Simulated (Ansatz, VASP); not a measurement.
## SiO2 in VASP and in Ansatz

```
Si O
1.0
    -2.47333    2.47333    3.65636
     2.47333   -2.47333    3.65636
     2.47333    2.47333   -3.65636
Si O
2 4
Direct
  0.00000 0.00000 0.00000
  0.75000 0.25000 0.50000
  0.97314 0.62500 0.84814
  0.37500 0.22314 0.34814
  0.77686 0.12500 0.15186
  0.87500 0.02686 0.65186
```

Alike in both runs: functional r2SCAN; k mesh 8 × 8 × 8; occupations gaussian, width 0.02 eV; no spin polarisation.

Ansatz relaxed the structure, and its values are those at the end. VASP's run is a single point on that final structure, the one shown.

```csv
,VASP,Ansatz
version,VASP 6.6.1,Ansatz 0.2.0
potentials or method,"VASP PAW PBE potentials, release 64 (Si, O), cutoff 520 eV","scalar-relativistic, plane waves, PAW"
valence electrons in the cell,32,32
```

|  | VASP | Ansatz | Ansatz less VASP |
| --- | --- | --- | --- |
| gap on the k mesh at the Fermi level (eV) | 6.55 | 6.56 | +0.002 |
| least direct gap on the mesh (eV) | 6.55 | 6.56 | +0.002 |
| pressure (GPa) | 0.2 | 0.0 | -0.17 |

VASP's potentials were made for PBE, not for r2SCAN.
